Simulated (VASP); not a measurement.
Runs of VASP 6.6.1 on MnO. The structure is that of space group Pm-3m (No. 221), or close to it. The cells are those of the table. 

```tsv
task	level	cell	cutoff (eV)	share of exact exchange	screening parameter	gap on the mesh (eV)	pressure (GPa)	moment (μB)	relaxed volume (Å³/atom)
single point	PBE-based screened hybrid with 25 % exact exchange	a = 2.672 Å, 2 atoms	520	0.25	0.2 1/Å	2.08	16.9	5.00	-
single point	PBE-based screened hybrid with 15 % exact exchange	a = 2.672 Å, 2 atoms	520	0.15	0.2 1/Å	1.13	18.9	5.00	-
single point	PBE-based screened hybrid with 25 % exact exchange	a = 2.672 Å, 2 atoms	520	0.25	0.3 1/Å	1.82	17.2	4.99	-
single point	PBE-based screened hybrid with 25 % exact exchange	a = 2.747 Å, 2 atoms	520	0.25	0.3 1/Å	1.33	(a)	5.00	-
single point	PBE-based screened hybrid with 30 % exact exchange	a = 2.672 Å, 2 atoms	520	0.3	0.2 1/Å	2.48	(b)	4.99	-
single point	PBE-based screened hybrid with 40 % exact exchange	a = 2.672 Å, 2 atoms	520	0.4	0.2 1/Å	3.28	(c)	5.00	-
relaxation of cell and atoms	HSE06	relaxed from a = 2.672 Å, 2 atoms	600	0.25	0.2079 1/Å	1.56	0.0	5.00	10.37
relaxation of cell and atoms	PBEsol-based global hybrid with 25 % exact exchange	relaxed from a = 2.672 Å, 2 atoms	600	0.25	-	2.42	0.0	5.00	10.07
```

Alike in all rows: potentials or basis VASP PAW PBE potentials, release 64 (Mn_pv, O); spin collinear, ferromagnetic start; k mesh 5 × 5 × 5; smearing fermi-dirac 0.05 eV.

**Question.** Estimate the missing entries.

**Answer.** (a) 0.4; (b) 15.9; (c) 14.0.

Caveats: all runs use coarse meshes; the PAW data sets were made with another functional, which shifts forces and pressure a little; an odd mesh through Γ misses points on the zone boundary, where band edges can lie; a cell with one magnetic atom can't hold antiferromagnetic order, which such compounds often take.
